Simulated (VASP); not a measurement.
A run of VASP 6.6.1 is set up as follows.

The input INCAR:

```
  PREC = Accurate
  ENCUT = 520
  EDIFF = 1E-6
  ISMEAR = 0
  SIGMA = 0.05
  LREAL = False
  LASPH = True
  NELM = 60
  ALGO = Normal
  ISIF = 2
  LWAVE = False
  LCHARG = False
  GGA = PS
  NBANDS = 8
```

File KPOINTS:

```
Automatic mesh
0
Gamma
  18 18 18
```

Contents of POSCAR:

```
Li
1.0
   -1.7392407151      1.7392407151      1.7392407151
    1.7392407151     -1.7392407151      1.7392407151
    1.7392407151      1.7392407151     -1.7392407151
Li
1
Direct
    0.0000000000      0.0000000000      0.0000000000
```

Potentials or basis: VASP PAW PBE potentials, release 64 (Li_sv).

Command:

```sh
$ cat potpaw_PBE.64/Li_sv/POTCAR > POTCAR
$ mpirun -np 1 vasp_std > vasp.out
```

**Question.** Estimate the band gap on the k mesh.

**Answer.** Zero (an odd number of electrons rules out a gap without spin polarisation).
